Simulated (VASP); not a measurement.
Ta3W2: single point with PBE

Crystal: Ta3W2.

```
Ta W
1.0
     0.00000    2.29015   11.45074
     1.61938    0.00000   11.45074
     1.61938    2.29015    0.00000
Ta W
3 2
Direct
  0.00000 0.00000 0.00000
  0.20000 0.20000 0.80000
  0.80000 0.80000 0.20000
  0.60000 0.60000 0.40000
  0.40000 0.40000 0.60000
```

- Program: VASP 6.6.1
- Task: single point
- Functional: PBE
- Potentials or basis: VASP PAW PBE potentials, release 64 (Ta_pv, W_sv)
- Cutoff: 520 eV
- k mesh: 6 × 6 × 6
- Occupations: gaussian, width 0.1 eV
- Spin: no spin polarisation

The pressure is 4.9 GPa. The largest force is 0.790 eV/Å and the band gap on the k mesh is zero (an odd number of electrons rules out a gap without spin polarisation).

Forces in eV/Å, atoms in the order of the input:
```
Ta   0.000  0.000  0.000
Ta   0.000  0.000 -0.790
Ta   0.000  0.000  0.790
W    0.000  0.000 -0.017
W    0.000  0.000  0.017
```

Stress tensor (GPa, compression positive):
```
4.41 0.00 0.00
0.00 6.60 0.00
0.00 0.00 3.78
```

Levels at points of the mesh, in eV from the Fermi level:
```tsv
k point	band 26	band 27	band 28	band 29	band 30	band 31	band 32	band 33	band 34	band 35
(0.00, 0.00, 0.00)	-0.54	-0.34	-0.06	0.21	0.33	0.43	0.59	0.67	1.57	2.33
(0.50, 0.00, 0.00)	-1.81	-1.56	-0.68	-0.56	0.65	0.75	1.64	2.61	2.89	3.29
(0.50, 0.50, 0.00)	-0.70	-0.32	-0.02	0.08	0.28	0.43	0.51	0.79	1.62	2.58
(0.50, 0.00, 0.50)	-1.54	-1.37	-0.55	0.08	1.03	1.61	1.75	3.48	4.39	4.56
(0.00, 0.50, 0.50)	-1.72	-1.50	0.36	0.39	1.63	1.64	2.19	2.21	2.63	2.99
```

It took 23 min on 1 thread of Oxide Virtual Turin-like Processor (shared host), peak memory 0.43 GiB.

Caveat: the k points lie up to 0.40 Å⁻¹ apart, too coarse for converged energies and pressures of a metal; spin-orbit coupling is left out, which moves the levels of the heavy elements.
